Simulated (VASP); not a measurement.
# ZnO (zincite) (P6_3mc) in VASP: a series of runs

ZnO (zincite) is run at these levels: PBE; tasks: single point.

Program: VASP 6.6.1. These are calculated values, not measurements. Logs are shortened: lines on timing, memory, paths and dates and some standing lists are left out, and cuts for length are marked.

**1. The cell of the first run**

The structure is hexagonal, space group P6_3mc (No. 186). The conventional cell has a = 3.114 Å, b = 3.114 Å, c = 4.989 Å, α = 90.00°, β = 90.00°, γ = 120.00°. Within 2.5 Å of Zn (site symmetry 3m) lie 4 O at 1.89 to 1.90 Å. O (site symmetry 3m) has 4 Zn at 1.89 to 1.90 Å within 2.5 Å.

**2. Single point, PBE**

Input file INCAR:

```
PREC = Accurate
ENCUT = 520
EDIFF = 1E-7
ISMEAR = 0
SIGMA = 0.01
LREAL = False
LASPH = True
NELM = 80
ALGO = Normal
ISIF = 2
LWAVE = False
LCHARG = False
GGA = PE
NBANDS = 26
```

Input file KPOINTS:

```
regular mesh
0
Gamma
  7 7 4
```

Input file POSCAR:

```
ZnO
1.0
    3.1137597746      0.0000000000      0.0000000000
   -1.5568798873      2.6965948047      0.0000000000
    0.0000000000      0.0000000000      4.9885474945
Zn O
2 2
Direct
    0.3333333333      0.6666666667      0.5000000000
    0.6666666667      0.3333333333      0.0000000000
    0.6666666667      0.3333333333      0.3790100000
    0.3333333333      0.6666666667      0.8790100000
```

Potentials or basis: VASP PAW PBE potentials, release 64 (Zn, O).

Run with:

```console
> cat potpaw_PBE.64/Zn/POTCAR potpaw_PBE.64/O/POTCAR > POTCAR
> mpirun -np 1 vasp_std > vasp.out
```

OUTCAR:

```text
PREC = Accurate
   ENCUT = 520
   EDIFF = 1E-7
   ISMEAR = 0
   LREAL = False
   LASPH = True
   NELM = 80
   ISIF = 2
   GGA = PE

 ion  position               nearest neighbor table
   1  0.333  0.667  0.500-   4 1.89   3 1.90   3 1.90   3 1.90
   2  0.667  0.333  0.000-   3 1.89   4 1.90   4 1.90   4 1.90
   3  0.667  0.333  0.379-   2 1.89   1 1.90   1 1.90   1 1.90
   4  0.333  0.667  0.879-   1 1.89   2 1.90   2 1.90   2 1.90

  LATTYP: Found a hexagonal cell.
 ALAT       =     3.1137597746
 C/A-ratio  =     1.6020977389

  Lattice vectors:

 A1 = (   3.1137597746,   0.0000000000,   0.0000000000)
 A2 = (  -1.5568798873,   2.6965948047,   0.0000000000)
 A3 = (   0.0000000000,   0.0000000000,   4.9885474945)

Analysis of symmetry for initial positions (statically):
=====================================================================
 Subroutine PRICEL returns:
 Original cell was already a primitive cell.

 Routine SETGRP: Setting up the symmetry group for a
 hexagonal supercell.

 Subroutine GETGRP returns: Found 12 space group operations
 (whereof  6 operations were pure point group operations)
 out of a pool of 24 trial point group operations.

The static configuration has the point symmetry C_3v.
 The point group associated with its full space group is C_6v.

Analysis of symmetry for dynamics (positions and initial velocities):
=====================================================================
 Subroutine PRICEL returns:
 Original cell was already a primitive cell.

 Routine SETGRP: Setting up the symmetry group for a
 hexagonal supercell.

 Subroutine GETGRP returns: Found 12 space group operations
 (whereof  6 operations were pure point group operations)
 out of a pool of 24 trial point group operations.

The dynamic configuration has the point symmetry C_3v.
 The point group associated with its full space group is C_6v.

 Subroutine INISYM returns: Found 12 space group operations
 (whereof  6 operations are pure point group operations),
 and found     1 'primitive' translations

----------------------------------------------------------------------------------------

                                     Primitive cell

  volume of cell :      41.8866

  direct lattice vectors                    reciprocal lattice vectors
     3.113759775  0.000000000  0.000000000     0.321155154  0.185419033  0.000000000
    -1.556879887  2.696594805  0.000000000     0.000000000  0.370838065  0.000000000
     0.000000000  0.000000000  4.988547494     0.000000000  0.000000000  0.200459152

[... 87 lines left out ...]
   LREAL  =      F    real-space projection
   EDIFFG = 0.1E-05   stopping-criterion for IOM
   NSW    =      0    number of steps for IOM
   IBRION =     -1    ionic relax: 0-MD 1-quasi-New 2-CG
   NFREE  =      0    steps in history (QN), initial steepest desc. (CG)
   ISIF   =      2    stress and relaxation
   ISYM   =      2    0-nonsym 1-usesym 2-fastsym
   POTIM  = 0.5000    time-step for ionic-motion
   TEBEG  =    0.0;   TEEND  =   0.0 temperature during run
   PSTRESS=    0.0 pullay stress
   NELECT =      36.0000    total number of electrons
   NUPDOWN=      -1.0000    fix difference up-down
   EMIN   =  10.00;   EMAX   =-10.00  energy-range for DOS
   EFERMI =   0.00;   METHOD = LEGACY
   ISMEAR =     0;   SIGMA  =   0.01  broadening in eV -4-tet -1-fermi 0-gaus
   EFERMI_NEDOS =   21; number of points for ismear=-14 and -15
   IALGO  =     38    algorithm
   IMIX   =      4    mixing-type and parameters
     AMIX     =   0.40;   BMIX     =  1.00
     AMIX_MAG =   1.60;   BMIX_MAG =  1.00
  volume/ion in A,a.u.               =      10.47        70.67
  Fermi-wavevector in a.u.,A,eV,Ry     =   1.556506  2.941369 32.962968  2.422710
  Thomas-Fermi vector in A             =   2.660292
   LORBIT       =      0    0 simple, 1 ext, 2 COOP (PROOUT), +10 PAW based schemes
   GGA     = PE    functional components
   LHFCALC =     F    Hartree Fock is set to
   AEXX    =    0.0000 exact exchange contribution
   IVDW    =     0    specifies the selected vdW correction
   LEPSILON=     F    determine dielectric tensor
   LRPA    =     F    only Hartree local field effects (RPA)
 non-spin polarized calculation
 Gauss-broadening in eV      SIGMA  =   0.01
  energy-cutoff  :      520.00
  volume of cell :       41.89
 maximum number of plane-waves:      1146
 NGX is ok and might be reduce to    24
   NGX = 11   NGY = 11   NGZ = 19

 number of electron      35.9999990 magnetization

 Free energy of the ion-electron system (eV)
  ---------------------------------------------------
  ext. energy  EPLUGINS =         0.00000000
  ---------------------------------------------------
  free energy    TOTEN  =       -17.18793046 eV

  energy without entropy =      -17.18793046  energy(sigma->0) =      -17.18793046

 E-fermi :   2.5986     XC(G=0): -11.6123

 val. band max:        2.4663294487   @ k =   0.0000   0.0000   0.0000
 cond. band min:       3.4401739793   @ k =   0.0000   0.0000   0.0000
 fundamental gap:      0.9738445307
 Fermi energy:         2.5985856274

 k-point     1 :       0.0000    0.0000    0.0000
  band No.  band energies     occupation
      1     -16.7633      2.00000
      2     -15.8144      2.00000
      3      -4.2529      2.00000
      4      -3.9579      2.00000
      5      -3.9579      2.00000
      6      -3.9005      2.00000
[... 685 lines left out ...]
     25      18.1992      0.00000
     26      18.1992      0.00000

------------------------ aborting loop because EDIFF is reached ----------------------------------------

  FORCE on cell =-STRESS in cart. coord.  units (eV):
  Direction    XX          YY          ZZ          XY          YZ          ZX
  --------------------------------------------------------------------------------------
  -------------------------------------------------------------------------------------
  Total        8.1419491      8.1419475      8.8265342      0.0000000     -0.0000000      0.0000000
  in kB      311.4325903    311.4325299    337.6182254      0.0000000     -0.0000000      0.0000000
  external PRESSURE =     320.1611152 kB  Pullay stress =       0.0000000 kB

 VOLUME and BASIS-vectors are now :
 -----------------------------------------------------------------------------
  energy-cutoff  :      520.00
  volume of cell :       41.89
      direct lattice vectors                 reciprocal lattice vectors
     3.113759775  0.000000000  0.000000000     0.321155154  0.185419033  0.000000000
    -1.556879887  2.696594805  0.000000000     0.000000000  0.370838065  0.000000000
     0.000000000  0.000000000  4.988547494     0.000000000  0.000000000  0.200459152

 POSITION                                       TOTAL-FORCE (eV/Angst)
 -----------------------------------------------------------------------------------
     -0.00000      1.79773      2.49427        -0.000000     -0.000000     -0.125812
      1.55688      0.89886      0.00000         0.000000     -0.000000     -0.125812
      1.55688      0.89886      1.89071         0.000000      0.000000      0.125812
     -0.00000      1.79773      4.38498        -0.000000     -0.000000      0.125812
 -----------------------------------------------------------------------------------
    total drift:                               -0.000001     -0.000001      0.000047

  FREE ENERGIE OF THE ION-ELECTRON SYSTEM (eV)
  ---------------------------------------------------
  free  energy   TOTEN  =       -17.1879304640 eV

  energy  without entropy=      -17.1879304640  energy(sigma->0) =      -17.18793046
```

stdout:

```text
POSCAR found type information on POSCAR ZnO
 POSCAR found :  2 types and       4 ions
 scaLAPACK will be used
 LDA part: xc-table for (Slater+PW92), standard interpolation
 POSCAR, INCAR and KPOINTS ok, starting setup
 FFT: planning ... GRIDC
 FFT: planning ... GRID_SOFT
 FFT: planning ... GRID
 WAVECAR not read
 entering main loop
```

Wall time 11 s (1 thread of Intel Xeon 6975P-C (Granite Rapids), shared host); peak memory 0.16 GiB.

What came out:

| Quantity | Value |
| --- | --- |
| Free energy | -17.1879 eV |
| Pressure | 32.0 GPa |
| Largest force | 0.126 eV/Å |
| Band gap on the k mesh | 0.97 eV, direct |

Forces on the atoms (eV/Å):
```
Zn   0.000  0.000 -0.126
Zn   0.000  0.000 -0.126
O    0.000  0.000  0.126
O    0.000  0.000  0.126
```

**3. Single point, PBE**

This run uses another cell than the first one, of 10.95 Å³/atom, 1.045 times its volume.

Input file INCAR:

```
SYSTEM = ZnO
PREC = Accurate
ENCUT = 520
EDIFF = 1E-7
ISMEAR = 0
SIGMA = 0.01
LREAL = .FALSE.
LASPH = .TRUE.
NELM = 60
ALGO = Normal
ISIF = 2
LWAVE = .FALSE.
LCHARG = .TRUE.
GGA = PE
LELF = .TRUE.
LVHAR = .TRUE.
NBANDS = 26
```

Input file KPOINTS:

```
regular mesh
0
G
  7 7 4
  0 0 0
```

Input file POSCAR:

```
ZnO
1.0
    3.1602406537      0.0000000000      0.0000000000
   -1.5801203269      2.7368484230      0.0000000000
    0.0000000000      0.0000000000      5.0630144059
Zn O
2 2
Direct
    0.3333333333      0.6666666667      0.5000000000
    0.6666666667      0.3333333333      0.0000000000
    0.6666666667      0.3333333333      0.3790100000
    0.3333333333      0.6666666667      0.8790100000
```

Potentials or basis: VASP PAW PBE potentials, release 64 (Zn, O).

Run with:

```console
> cat potpaw_PBE.64/Zn/POTCAR potpaw_PBE.64/O/POTCAR > POTCAR
> mpirun -np 1 vasp_std > vasp.out
```

Run time: 11 s. Hardware: 1 thread of Intel Xeon 6975P-C (Granite Rapids), shared host; peak memory 0.16 GiB.

Results (log left out):

| Item | Value |
| --- | --- |
| Free energy | -17.5051 eV |
| Pressure | 21.4 GPa |
| Largest force | 0.106 eV/Å |
| Band gap on the k mesh | 0.91 eV, direct |

Forces in eV/Å, atoms in the order of the input:
```
Zn   0.000  0.000 -0.106
Zn   0.000  0.000 -0.106
O    0.000  0.000  0.106
O    0.000  0.000  0.106
```

Stress tensor (GPa, compression positive):
```
20.67  0.00  0.00
 0.00 20.67  0.00
 0.00  0.00 22.93
```

Levels at points of the mesh, in eV from the valence-band top:
```tsv
k point	band 14	band 15	band 16	band 17	band 18	band 19	band 20	band 21	band 22	band 23
(0.00, 0.00, 0.00)	-0.91	-0.91	-0.10	0.00	0.00	0.91	5.51	8.54	13.27	13.27
(0.00, 0.00, 0.50)	-2.28	-0.45	-0.45	-0.45	-0.45	3.65	3.65	10.45	10.45	13.56
```

**4. Single point, PBE**

This run uses another cell than the first one, of 11.42 Å³/atom, 1.091 times its volume.

Input file INCAR:

```
ALGO = Normal ; EDIFF = 1E-6
ENCUT = 520 ; GGA = PE
ISIF = 2 ; ISMEAR = 0
LASPH = True ; LCHARG = False
LREAL = False ; LWAVE = False
NBANDS = 26 ; NELM = 100
PREC = Accurate ; SIGMA = 0.01
```

Input file KPOINTS:

```
k-points
0
Gamma
  7 7 4
```

Input file POSCAR:

```
ZnO
1.0
    3.2053930491      0.0000000000      0.0000000000
   -1.6026965246      2.7759515406      0.0000000000
    0.0000000000      0.0000000000      5.1353529565
Zn O
2 2
Direct
    0.3333333333      0.6666666667      0.5000000000
    0.6666666667      0.3333333333      0.0000000000
    0.6666666667      0.3333333333      0.3790100000
    0.3333333333      0.6666666667      0.8790100000
```

Potentials or basis: VASP PAW PBE potentials, release 64 (Zn, O).

Run with:

```console
> cat potpaw_PBE.64/Zn/POTCAR potpaw_PBE.64/O/POTCAR > POTCAR
> mpirun -np 1 vasp_std > vasp.out
```

OUTCAR:

```text
EDIFF = 1E-6
   ENCUT = 520
   GGA = PE
   ISIF = 2
   ISMEAR = 0
   LASPH = True
   LREAL = False
   NELM = 100
   PREC = Accurate

 ion  position               nearest neighbor table
   1  0.333  0.667  0.500-   4 1.95   3 1.95   3 1.95   3 1.95
   2  0.667  0.333  0.000-   3 1.95   4 1.95   4 1.95   4 1.95
   3  0.667  0.333  0.379-   2 1.95   1 1.95   1 1.95   1 1.95
   4  0.333  0.667  0.879-   1 1.95   2 1.95   2 1.95   2 1.95

  LATTYP: Found a hexagonal cell.
 ALAT       =     3.2053930491
 C/A-ratio  =     1.6020977390

  Lattice vectors:

 A1 = (   3.2053930491,   0.0000000000,   0.0000000000)
 A2 = (  -1.6026965246,   2.7759515406,   0.0000000000)
 A3 = (   0.0000000000,   0.0000000000,   5.1353529565)

Analysis of symmetry for initial positions (statically):
=====================================================================
 Subroutine PRICEL returns:
 Original cell was already a primitive cell.

 Routine SETGRP: Setting up the symmetry group for a
 hexagonal supercell.

[... 168 lines left out ...]
  free energy    TOTEN  =       -17.70897244 eV

  energy without entropy =      -17.70897244  energy(sigma->0) =      -17.70897244

 E-fermi :   1.7130     XC(G=0): -11.1311

 val. band max:        1.5834114074   @ k =   0.0000   0.0000   0.0000
 cond. band min:       2.4326852428   @ k =   0.0000   0.0000   0.0000
 fundamental gap:      0.8492738355
 Fermi energy:         1.7129754320

 k-point     1 :       0.0000    0.0000    0.0000
  band No.  band energies     occupation
      1     -16.8469      2.00000
      2     -16.0503      2.00000
      3      -4.3725      2.00000
      4      -4.3151      2.00000
      5      -4.3151      2.00000
      6      -4.2702      2.00000
[... 685 lines left out ...]
     25      16.8319      0.00000
     26      16.8319      0.00000

------------------------ aborting loop because EDIFF is reached ----------------------------------------

  FORCE on cell =-STRESS in cart. coord.  units (eV):
  Direction    XX          YY          ZZ          XY          YZ          ZX
  --------------------------------------------------------------------------------------
  -------------------------------------------------------------------------------------
  Total        3.4943240      3.4943233      4.0545283     -0.0000000      0.0000000      0.0000000
  in kB      122.5209304    122.5209067    142.1632846     -0.0000000      0.0000000      0.0000000
  external PRESSURE =     129.0683739 kB  Pullay stress =       0.0000000 kB

 VOLUME and BASIS-vectors are now :
 -----------------------------------------------------------------------------
  energy-cutoff  :      520.00
  volume of cell :       45.69
      direct lattice vectors                 reciprocal lattice vectors
     3.205393049  0.000000000  0.000000000     0.311974221  0.180118418  0.000000000
    -1.602696525  2.775951541  0.000000000     0.000000000  0.360236836  0.000000000
     0.000000000  0.000000000  5.135352957     0.000000000  0.000000000  0.194728582

 POSITION                                       TOTAL-FORCE (eV/Angst)
 -----------------------------------------------------------------------------------
     -0.00000      1.85063      2.56768        -0.000000      0.000000     -0.089278
      1.60270      0.92532      0.00000         0.000000     -0.000000     -0.089278
      1.60270      0.92532      1.94635         0.000000      0.000000      0.089278
     -0.00000      1.85063      4.51403        -0.000000      0.000000      0.089278
 -----------------------------------------------------------------------------------
    total drift:                                0.000001      0.000001      0.000722

  FREE ENERGIE OF THE ION-ELECTRON SYSTEM (eV)
  ---------------------------------------------------
  free  energy   TOTEN  =       -17.7089724442 eV

  energy  without entropy=      -17.7089724442  energy(sigma->0) =      -17.70897244
```

It took 11 s on 1 thread of Intel Xeon 6975P-C (Granite Rapids), shared host; peak memory 0.16 GiB.

Results:

| Item | Value |
| --- | --- |
| Free energy | -17.7090 eV |
| Pressure | 12.9 GPa |
| Largest force | 0.089 eV/Å |
| Band gap on the k mesh | 0.85 eV, direct |

Forces in eV/Å, atoms in the order of the input:
```
Zn   0.000  0.000 -0.089
Zn   0.000  0.000 -0.089
O    0.000  0.000  0.089
O    0.000  0.000  0.089
```

Stress tensor (GPa, compression positive):
```
12.25  0.00  0.00
 0.00 12.25  0.00
 0.00  0.00 14.22
```

Levels at points of the mesh, in eV from the valence-band top:
```tsv
k point	band 16	band 17	band 18	band 19	band 20	band 21
(0.00, 0.00, 0.00)	-0.08	0.00	0.00	0.85	5.36	8.40
(0.00, 0.00, 0.50)	-0.43	-0.43	-0.43	3.56	3.56	10.29
```

(Continued in part 2 of 2.)
